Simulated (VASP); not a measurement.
Crystal: AgI.

```
Ag I
1.0
     0.00000    3.28857    3.28857
     3.28857    0.00000    3.28857
     3.28857    3.28857    0.00000
Ag I
1 1
Direct
  0.00000 0.00000 0.00000
  0.25000 0.25000 0.25000
```

Base run:

* Program: VASP 6.6.1
* Functional: HSE06
* Potentials or basis: VASP PAW PBE potentials, release 64 (Ag, I)
* Cutoff: 400 eV
* k mesh: 4 × 4 × 4
* Occupations: gaussian, width 0.01 eV
* Spin: no spin polarisation

Its results: band gap on the k mesh 2.48 eV; pressure 0.4 GPa.

Question: The run is repeated on the same cell with these changes: functional from HSE06 to PBE0. What comes out?

Answer: Band gap on the k mesh 3.19 eV; pressure 0.3 GPa.

Caveats: the PAW data sets were made with another functional, which shifts forces and pressure a little; spin-orbit coupling is left out, which moves the levels of the heavy elements.

